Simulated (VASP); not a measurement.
Hf, 1 atom in the cell. Symmetry: Fm-3m, No. 225, cubic system. Conventional cell: a = 4.648 Å, b = 4.648 Å, c = 4.648 Å, α = 90.00°, β = 90.00°, γ = 90.00°. Hf (site symmetry m-3m) has 12 Hf at 3.29 Å within 4.3 Å.  This cell differs from its parent crystal: volume scaled by 1.08.

| Quantity | Value |
| --- | --- |
| Program | VASP 6.6.1 |
| Task | single point |
| Functional | RPBE |
| Potentials or basis | VASP PAW PBE potentials, release 64 (Hf_pv) |
| Cutoff | 520 eV |
| k mesh | 13 × 13 × 13 |
| Occupations | fermi-dirac, width 0.1 eV |
| Spin | no spin polarisation |
| Dipole correction | no |
| Further INCAR settings | ALGO = Normal; EDIFF = 1e-07; NBANDS = 11 |

Potentials or basis: VASP PAW PBE potentials, release 64 (Hf_pv).

Launch:

```console
$ cat potpaw_PBE.64/Hf_pv/POTCAR > POTCAR
$ mpirun -np 1 vasp_std > vasp.out
```

Hardware: 1 thread of Intel Xeon 6975P-C, on a shared host.

How long does it take, and how much memory?

It took 6.3 s on 1 thread of Intel Xeon 6975P-C, with other jobs on the host, peak memory 0.15 GiB. Counts: scf iterations 12, k points 84.
